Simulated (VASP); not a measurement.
Input of a VASP 6.6.1 run:

POSCAR

```
Ta
1.0
   -1.6941160264      1.6941160264      1.6941160264
    1.6941160264     -1.6941160264      1.6941160264
    1.6941160264      1.6941160264     -1.6941160264
Ta
1
Direct
    0.0000000000      0.0000000000      0.0000000000
```

File INCAR.step1:

```
  ALGO = Normal
  EDIFF = 1E-4
  ENCUT = 600
  GGA = PE
  ISMEAR = 0
  LASPH = T
  LCHARG = F
  LREAL = F
  LWAVE = T
  NELM = 100
  PREC = Accurate
  SIGMA = 0.1
```

INCAR.step2

```
  ALGO = Normal
  EDIFF = 1E-6
  EDIFFG = -0.05
  ENCUT = 600
  IBRION = 2
  ISIF = 3
  ISMEAR = 0
  ISTART = 1
  LASPH = T
  LCHARG = F
  LMIXTAU = T
  LREAL = F
  LWAVE = F
  METAGGA = R2SCAN
  NELM = 100
  NSW = 80
  PREC = Accurate
  SIGMA = 0.1
```

File KPOINTS:

```
k-points
0
Gamma
  8 8 8
```

Potentials or basis: VASP PAW PBE potentials, release 64 (Ta_pv).

Launch:

```console
$ cat potpaw_PBE.64/Ta_pv/POTCAR > POTCAR
$ cp INCAR.step1 INCAR
$ mpirun -np 1 vasp_std > vasp.out
$ cp INCAR.step2 INCAR
$ mpirun -np 1 vasp_std > vasp.out
```

(1) What does it give for the relaxed volume?

(2) What does it give for the space group after relaxing (to 0.05 Å)?

(3) Estimate the relaxed cell.

## Answers

(1) 17.90 Å³/atom.

(2) Im-3m (No. 229).

(3) a = 2.855 Å, b = 2.855 Å, c = 2.855 Å, α = 109.47°, β = 109.47°, γ = 109.47°.

Caveat: the PAW data sets were made with another functional, which shifts forces and pressure a little.
